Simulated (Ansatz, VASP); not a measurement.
## One calculation of ZnS, two programs

```
CELL_PARAMETERS angstrom
3.82300 0.00000 0.00000
-1.91150 3.31082 0.00000
0.00000 0.00000 6.26100
ATOMIC_POSITIONS crystal
Zn 0.33333 0.66667 0.00013
Zn 0.66667 0.33333 0.50013
S 0.33333 0.66667 0.37487
S 0.66667 0.33333 0.87487
```

Alike in both runs: functional PBEsol; k mesh 9 × 9 × 6; occupations gaussian, width 0.02 eV; no spin polarisation.

Ansatz relaxed the structure, and its values are those at the end. VASP's run is a single point on that final structure, the one shown.

|  | VASP | Ansatz |
| --- | --- | --- |
| version | VASP 6.6.1 | Ansatz 0.2.0 |
| potentials or method | VASP PAW PBE potentials, release 64 (Zn, S), cutoff 500 eV | scalar-relativistic, plane waves, PAW |
| valence electrons in the cell | 36 | 36 |

|  | VASP | Ansatz | Ansatz less VASP |
| --- | --- | --- | --- |
| gap on the k mesh at the Fermi level (eV) | 2.03 | 2.02 | -0.009 |
| least direct gap on the mesh (eV) | 2.03 | 2.02 | -0.009 |
| pressure (GPa) | -2.0 | -2.2 | -0.16 |

VASP's potentials were made for PBE, not for PBEsol, and Ansatz warns of the same on its side. Ansatz's warnings: stress scf threshold loose.
